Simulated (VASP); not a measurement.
Set up this calculation in VASP 6.6.1, as the native input.

```yaml
Task: single point
Functional: PBE
Potentials_or_basis: VASP PAW PBE potentials, release 64 (Ba_sv)
Cutoff: 520 eV
k_mesh: 10 × 10 × 10
Occupations: fermi-dirac, width 0.1 eV
Spin: no spin polarisation
Dipole_correction: no
Further_INCAR_settings: ALGO = Normal; EDIFF = 1e-07; NBANDS = 11
```

The structure of Ba lies in POSCAR:

```
Ba
1.0
    0.0000000000      2.9997281604      2.9997281604
    2.9997281604      0.0000000000      2.9997281604
    2.9997281604      2.9997281604      0.0000000000
Ba
1
Direct
    0.0000000000      0.0000000000      0.0000000000
```

This cell differs from its parent crystal: volume scaled by 0.84.

The input as run:

INCAR

```
ALGO = Normal
EDIFF = 1E-7
ENCUT = 520
GGA = PE
ISIF = 2
ISMEAR = -1
LASPH = T
LCHARG = T
LELF = T
LREAL = F
LVHAR = T
LWAVE = F
NBANDS = 11
NELM = 80
PREC = Accurate
SIGMA = 0.1
```

KPOINTS

```
k-points
0
Gamma
  10 10 10
```

Potentials or basis: VASP PAW PBE potentials, release 64 (Ba_sv).

Command:

```console
$ cat potpaw_PBE.64/Ba_sv/POTCAR > POTCAR
$ mpirun -np 1 vasp_std > vasp.out
```

Results of the run:

```
Pressure               : 1.8 GPa
Band gap on the k mesh : zero (band 5 reaches 2.31 eV, above the bottom of band 6 at 1.89 eV)
```

Caveat: spin-orbit coupling is left out, which moves the levels of the heavy elements.

It took 9.3 s on 1 thread of Intel(R) Xeon(R) 6975P-C (Granite Rapids), with other jobs on the host, peak memory 0.18 GiB.
